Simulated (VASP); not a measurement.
Write the native input for VASP 6.6.1 that does the following.

* Task: single point
* Functional: PBE
* Potentials or basis: VASP PAW PBE potentials, release 64 (Au)
* Cutoff: 520 eV
* k mesh: 9 × 9 × 1
* Occupations: gaussian, width 0.1 eV
* Spin: no spin polarisation
* Dipole correction: yes
* Further INCAR settings: ALGO = Normal; EDIFF = 1e-06; NBANDS = 42

The structure of Au lies in POSCAR:

```
Au
1.0
    2.8927738400      0.0000000000      0.0000000000
    0.0000000000      2.8927738400      0.0000000000
    0.0000000000      0.0000000000     27.2275001454
Au
6
Direct
    0.5000000000      0.5000000000      0.3121843707
    0.0000000000      0.0000000000      0.3873106266
    0.5000000000      0.5000000000      0.4624368721
    0.0000000000      0.0000000000      0.5404309428
    0.5000000000      0.5000000000      0.6182720556
    0.0000000000      0.0000000000      0.6952478591
```

These files were run (other wordings do the same):

INCAR

```
SYSTEM = Au
ALGO = Normal
DIPOL = 0.5 0.5 0.503
EDIFF = 1E-6
ENCUT = 520
GGA = PE
IDIPOL = 3
ISIF = 2
ISMEAR = 0
LASPH = .TRUE.
LCHARG = .TRUE.
LDIPOL = .TRUE.
LELF = .TRUE.
LREAL = .FALSE.
LVACPOTAV = .TRUE.
LVHAR = .TRUE.
LWAVE = .FALSE.
NBANDS = 42
NELM = 100
PREC = Accurate
SIGMA = 0.1
```

KPOINTS

```
k-points
0
G
  9 9 1
  0 0 0
```

Potentials or basis: VASP PAW PBE potentials, release 64 (Au).

The run is started by

```bash
$ cat potpaw_PBE.64/Au/POTCAR > POTCAR
$ mpirun -np 1 vasp_std > vasp.out
```

Results of the run:

```json
{
  "Largest force": "0.324 eV/Å",
  "Band gap on the k mesh": "zero (band 33 reaches 3.80 eV, above the bottom of band 34 at -0.29 eV)"
}
```

Caveat: spin-orbit coupling is left out, which moves the levels of the heavy elements.

Run time: 5 min on 1 thread of Intel(R) Xeon(R) Platinum 8259CL CPU @ 2.50GHz (Skylake/Cascade Lake), with other jobs on the host, peak memory 0.38 GiB.
